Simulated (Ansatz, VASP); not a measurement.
**Two plane-wave programs on Si**

```
Si
1.0
     0.00000    2.71850    2.71850
     2.71850    0.00000    2.71850
     2.71850    2.71850    0.00000
Si
2
Direct
  0.50000 0.50000 0.50000
  0.75000 0.75000 0.75000
```

Alike in both runs: task relaxation of cell and atoms; functional PBE; k mesh 10 × 10 × 10; occupations gaussian, width 0.02 eV; no spin polarisation.

|  | VASP | Ansatz |
| --- | --- | --- |
| version | VASP 6.6.1 | Ansatz 0.2.0 |
| potentials or method | VASP PAW PBE potentials, release 64 (Si), cutoff 500 eV | scalar-relativistic, plane waves, PAW |
| valence electrons in the cell | 8 | 8 |

```tsv
	VASP	Ansatz	Ansatz less VASP
gap on the k mesh at the Fermi level, each at its own relaxed structure (eV)	0.62	0.62	-0.001
relaxed volume (Å³/atom)	20.44	20.46	+0.016
relaxed cell length with the largest relative difference (Å)	3.867	3.868	+0.0010
```
